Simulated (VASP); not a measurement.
HfC, 2 atoms in the cell. The structure is cubic, space group Fm-3m (No. 225). Conventional cell: a = 4.652 Å, b = 4.652 Å, c = 4.652 Å, α = 90.00°, β = 90.00°, γ = 90.00°. Within 3.1 Å of Hf (site symmetry m-3m) lie 6 C at 2.33 Å. C (site symmetry m-3m) has 6 Hf at 2.33 Å within 3.1 Å. 

* Program: VASP 6.6.1
* Task: single point
* Functional: r2SCAN
* Potentials or basis: VASP PAW PBE potentials, release 64 (Hf_pv, C)
* Cutoff: 520 eV
* k mesh: 12 × 12 × 12
* Occupations: gaussian, width 0.05 eV
* Spin: no spin polarisation
* Dipole correction: no
* Further INCAR settings: ALGO = Normal; EDIFF = 1e-07; NBANDS = 14

Potentials or basis: VASP PAW PBE potentials, release 64 (Hf_pv, C).

Command:

```sh
$ cat potpaw_PBE.64/Hf_pv/POTCAR potpaw_PBE.64/C/POTCAR > POTCAR
$ cp INCAR.step1 INCAR
$ mpirun -np 1 vasp_std > vasp.out
$ cp INCAR.step2 INCAR
$ mpirun -np 1 vasp_std > vasp.out
```

Hardware: 1 thread of Intel(R) Xeon(R) Platinum 8559C (Emerald Rapids) (shared host).

Question: Estimate the wall time of this run.

Answer: Run time: 42 s on 1 thread of Intel(R) Xeon(R) Platinum 8559C (Emerald Rapids), on a shared host, peak memory 0.16 GiB. Counts: k points 72.
